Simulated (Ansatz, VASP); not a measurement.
**SnO: VASP beside Ansatz**

Contents of INCAR:

```
PREC     = Accurate       # precision mode
ENCUT    = 520            # plane-wave cutoff, eV
EDIFF    = 1E-7           # SCF threshold, eV
ISMEAR   = 0              # smearing method
SIGMA    = 0.03           # smearing width, eV
LREAL    = F              # projectors in reciprocal space
LASPH    = T              # aspherical terms in the spheres
NELM     = 80             # most SCF steps
ALGO     = Normal         # electronic algorithm
ISIF     = 2              # what is computed and relaxed
LWAVE    = F              # write WAVECAR
LCHARG   = T              # write CHGCAR
LELF     = T              # ELF
LVHAR    = T            
NBANDS   = 28             # bands
```

File KPOINTS:

```
regular mesh
0
Gamma
  10 10 8
```

File POSCAR:

```
SnO
1.0
    3.8020000000      0.0095050000      0.0000000000
    0.0095050000      3.8020000000      0.0000000000
    0.0000000000      0.0000000000      4.8360000000
Sn O
2 2
Direct
    0.0000000000      0.5000000000      0.2385000000
    0.5000000000      0.0000000000      0.7615000000
    0.0000000000      0.0000000000      0.0000000000
    0.5000000000      0.5000000000      0.0000000000
```

Input for Ansatz:

```yaml
crystal:
  lattice:
    - [3.802, 0.009505, 0.0]
    - [0.009505, 3.802, 0.0]
    - [0.0, 0.0, 4.836]
  atoms:
    - { symbol: Sn, position: [0.0, 0.5, 0.2385] }
    - { symbol: Sn, position: [0.5, 0.0, 0.7615] }
    - { symbol: O, position: [0.0, 0.0, 0.0] }
    - { symbol: O, position: [0.5, 0.5, 0.0] }
basis:
  ecutwfc: 420
kpoints:
  mp_grid: { grid: [10, 10, 8] }
hamiltonian:
  xc: lda
scf:
  occupations: { method: gaussian, width: 0.03 }
output:
  forces: true
  stress: true
  eigenvalues: true
```

Change from the starting cell: strain +0.0050 x Voigt [0, 0, 0, 0, 0, 1], atoms carried along.

Alike in both runs: task single point; functional LDA; k mesh 10 × 10 × 8; occupations gaussian, width 0.03 eV; no spin polarisation.

```csv
,VASP,Ansatz
version,VASP 6.6.1,Ansatz 0.2.0
potentials or method,"VASP PAW LDA potentials, release 64 (Sn_d, O), cutoff 520 eV","scalar-relativistic, plane waves, PAW"
valence electrons in the cell,40,40
```

Ansatz gave:

* gap on the k mesh at the Fermi level (eV): 0.09
* least direct gap on the mesh (eV): 1.97
* pressure (GPa): -2.8
* traceless stress, the component that is largest in VASP (GPa): -0.42
* rms of the force components (eV/Å): 0.106

Task: Which values does VASP return?

Result: gap on the k mesh at the Fermi level (eV): 0.07; least direct gap on the mesh (eV): 1.94; pressure (GPa): -2.5; traceless stress, the component that is largest in VASP (GPa): -0.42; rms of the force components (eV/Å): 0.062.

LDA's correlation is that of Perdew and Zunger in VASP and of Perdew and Wang (1992) in Ansatz. Atom by atom the forces differ by 0.044 eV/Å (rms over components).
